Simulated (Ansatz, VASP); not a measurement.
Ag: VASP beside Ansatz

```
Ag
1.0
     0.00000    2.00049    2.00049
     2.00049    0.00000    2.00049
     2.00049    2.00049    0.00000
Ag
1
Cartesian
  0.0000 0.0000 0.0000
```

Alike in both runs: functional LDA; k mesh 23 × 23 × 23; no spin polarisation.

Ansatz relaxed the structure, and its values are those at the end. VASP's run is a single point on that final structure, the one shown.

```csv
,VASP,Ansatz
version,VASP 6.6.1,Ansatz 0.2.0
potentials or method,"VASP PAW LDA potentials, release 64 (Ag)","plane-wave PAW, scalar-relativistic"
plane-wave cutoff (eV),520,420
occupations,"methfessel-paxton of order 1, width 0.1 eV","cold, width 0.1 eV"
valence electrons in the cell,11,19
```

VASP gave:

```
pressure (GPa) : 0.1
```

Task: What did Ansatz give for the same quantities?

Result: Pressure (GPa): 0.0.

Ansatz warns that its potentials were made for another functional, while VASP's fit it. LDA's correlation is that of Perdew and Zunger in VASP and of Perdew and Wang (1992) in Ansatz. VASP's potentials hold 11 valence electrons a cell and Ansatz's 19, so a difference there can come from the potentials and not from the codes.
